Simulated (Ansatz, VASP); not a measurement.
# One calculation of TiAl, two programs

Contents of INCAR:

```
ALGO = Normal ; EDIFF = 1E-7
ENCUT = 520 ; GGA = PE
ISIF = 2 ; ISMEAR = 0
LASPH = T ; LCHARG = F
LREAL = F ; LWAVE = F
NBANDS = 14 ; NELM = 80
PREC = Accurate ; SIGMA = 0.1
```

The input KPOINTS:

```
k-points
0
Gamma
  18 18 10
```

File POSCAR:

```
TiAl
1.0
    2.9859668891      0.0000000000      0.0000000000
   -1.4929834445      2.5859231808      0.0000000000
    0.0000000000      0.0000000000      4.7314131462
Ti Al
1 1
Direct
    0.0000000000      0.0000000000      0.0000000000
    0.3333333333      0.6666666667      0.5000000000
```

Input for Ansatz:

```yaml
crystal:
  lattice:
    - [2.9859668891, 0.0, 0.0]
    - [-1.4929834445, 2.5859231808, 0.0]
    - [0.0, 0.0, 4.7314131462]
  atoms:
    - { symbol: Ti, position: [0.0, 0.0, 0.0] }
    - { symbol: Al, position: [0.3333333333, 0.6666666667, 0.5] }
basis:
  ecutwfc: 420
kpoints:
  mp_grid: { grid: [18, 18, 10] }
hamiltonian:
  xc: pbe
scf:
  occupations: { method: gaussian, width: 0.1 }
output:
  forces: true
  stress: true
  eigenvalues: true
```

Alike in both runs: task single point; functional PBE; k mesh 18 × 18 × 10; occupations gaussian, width 0.1 eV; no spin polarisation.

|  | VASP | Ansatz |
| --- | --- | --- |
| version | VASP 6.6.1 | Ansatz 0.2.0 |
| potentials or method | VASP PAW PBE potentials, release 64 (Ti_sv, Al), cutoff 520 eV | scalar-relativistic, plane waves, PAW |
| valence electrons in the cell | 15 | 15 |

```csv
,VASP,Ansatz,Ansatz less VASP
gap on the k mesh at the Fermi level (eV),none,none,-
pressure (GPa),-7.8,-7.8,+0.03
"traceless stress, the component that is largest in VASP (GPa)",0.44,0.42,-0.014
```

A gap of «none» marks a metal or a gap that the smearing closes. The functional is the same, so the differences come from potentials, cutoffs and numerics.
